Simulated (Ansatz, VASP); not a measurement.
**One calculation of PbSe, two programs**

```
Pb Se
1.0
     0.00000    3.06065    3.06065
     3.06065    0.00000    3.06065
     3.06065    3.06065    0.00000
Pb Se
1 1
Direct
  0.00000 0.00000 0.00000
  0.50000 0.50000 0.50000
```

Alike in both runs: functional PBEsol; k mesh 4 × 4 × 4; occupations fermi-dirac, width 0.05 eV; no spin polarisation.

|  | VASP | Ansatz |
| --- | --- | --- |
| version | VASP 6.6.1 | Ansatz 0.2.0 |
| potentials or method | VASP PAW PBE potentials, release 64 (Pb_d, Se) | Ansatz PAW |
| plane-wave cutoff (eV) | 500 | 420 |
| valence electrons in the cell | 20 | 30 |
| task | single point | projected density of states |

```csv
,VASP,Ansatz,Ansatz less VASP
pressure (GPa),-0.6,-0.6,0.00
```

VASP's potentials were made for PBE, not for PBEsol. VASP's potentials hold 20 valence electrons a cell and Ansatz's 30, so a difference there can come from the potentials and not from the codes.

The k mesh is coarse, so the values compare programs but aren't converged. Neither program's run includes spin-orbit coupling.
